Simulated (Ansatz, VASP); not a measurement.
**One calculation of Ti, two programs**

POSCAR

```
Ti
1.0
    2.9358559451      0.0000000000      0.0000000000
   -1.4679279726      2.5425258303      0.0000000000
    0.0000000000      0.0000000000      4.6416239676
Ti
2
Direct
    0.3333333333      0.6666666667      0.2500000000
    0.6666666667      0.3333333333      0.7500000000
```

The input INCAR.step1:

```
SYSTEM = Ti
PREC = Accurate ; ENCUT = 520
ISMEAR = -1 ; SIGMA = 0.1
LREAL = .FALSE. ; LASPH = .TRUE.
NELM = 80 ; NBANDS = 19
GGA = PE ; ALGO = Normal
EDIFF = 1E-4 ; LWAVE = .TRUE.
LCHARG = .FALSE.
```

File INCAR.step2:

```
SYSTEM = Ti
PREC = Accurate ; ENCUT = 520
EDIFF = 1E-6 ; ISMEAR = -1
SIGMA = 0.1 ; LREAL = .FALSE.
LASPH = .TRUE. ; NELM = 80
ALGO = Normal ; ISIF = 2
LWAVE = .FALSE. ; LCHARG = .TRUE.
METAGGA = R2SCAN ; LMIXTAU = .TRUE.
LELF = .TRUE. ; LVHAR = .TRUE.
NBANDS = 19 ; ISTART = 1
```

File KPOINTS:

```
Automatic mesh
0
G
  8 8 4
  0 0 0
```

Input for Ansatz:

```yaml
crystal:
  lattice:
    - [2.9358559451, 0.0, 0.0]
    - [-1.4679279726, 2.5425258303, 0.0]
    - [0.0, 0.0, 4.6416239676]
  atoms:
    - { symbol: Ti, position: [0.3333333333, 0.6666666667, 0.25] }
    - { symbol: Ti, position: [0.6666666667, 0.3333333333, 0.75] }
hamiltonian:
  xc: r2scan
  pseudopotentials:
    kind: paw
    azcp:
      Ti: "pseudopotentials/Ti.paw.azcp"
basis:
  ecutwfc: 500
  fft_grid_basis: typed
kpoints:
  mp_grid: { grid: [8, 8, 4], shift: [0, 0, 0] }
magnetization:
  spin_polarized: false
scf:
  occupations: { method: fermi_dirac, width: 0.1 }
  lower_state_search: "off"
output:
  stress: true
```

Alike in both runs: task single point; functional r2SCAN; k mesh 8 × 8 × 4; occupations fermi-dirac, width 0.1 eV; no spin polarisation.

|  | VASP | Ansatz |
| --- | --- | --- |
| version | VASP 6.6.1 | Ansatz 0.2.0 |
| potentials or method | VASP PAW PBE potentials, release 64 (Ti_sv), cutoff 520 eV | plane waves (500 eV) with PAW, scalar-relativistic |
| valence electrons in the cell | 24 | 24 |

```csv
,VASP,Ansatz,Ansatz less VASP
pressure (GPa),0.2,-0.2,-0.36
"traceless stress, the component that is largest in VASP (GPa)",-0.04,-0.06,-0.014
```

VASP's potentials were made for PBE, not for r2SCAN.
